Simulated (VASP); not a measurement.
Crystal: TiTe2.

```
CELL_PARAMETERS angstrom
0.00000 3.43566 3.43566
3.43566 0.00000 3.43566
3.43566 3.43566 0.00000
ATOMIC_POSITIONS crystal
Ti 0.00000 0.00000 0.00000
Te 0.25000 0.25000 0.25000
Te 0.75000 0.75000 0.75000
```

```yaml
Program: VASP 6.6.1
Task: relaxation of cell and atoms
Functional: PBEsol
Potentials_or_basis: VASP PAW PBE potentials, release 64 (Ti_sv, Te)
Cutoff: 600 eV
k_mesh: 6 × 6 × 6
Occupations: fermi-dirac, width 0.02 eV
Spin: no spin polarisation
```

At the start: pressure -3.0 GPa; volume 27.04 Å³/atom.

Q: How do energy, volume and symmetry change on relaxing?

A: Over 3 steps the energy falls by 12.7 meV/atom and the volume is 25.76 Å³/atom (-4.7 %); space group Fm-3m (No. 225, to 0.05 Å).

Step by step:
```
step  energy change (eV)  largest force (eV/Å)  pressure (GPa)  volume (Å³)
   1              0.0000                0.0000           -3.01        81.11
   2             -0.0256                0.0000            2.04        75.28
   3             -0.0380                0.0000            0.00        77.29
```

Final structure:
```cif
data_structure
_symmetry_space_group_name_H-M 'P 1'
_symmetry_Int_Tables_number 1
_cell_length_a 4.7814
_cell_length_b 4.7814
_cell_length_c 4.7814
_cell_angle_alpha 60.000
_cell_angle_beta 60.000
_cell_angle_gamma 60.000
_cell_volume 77.29
loop_
_atom_site_label
_atom_site_type_symbol
_atom_site_fract_x
_atom_site_fract_y
_atom_site_fract_z
_atom_site_occupancy
Ti1 Ti 0.00000 0.00000 0.00000 1
Te1 Te 0.25000 0.25000 0.25000 1
Te2 Te 0.75000 0.75000 0.75000 1
```

Caveat: the PAW data sets were made with another functional, which shifts forces and pressure a little.
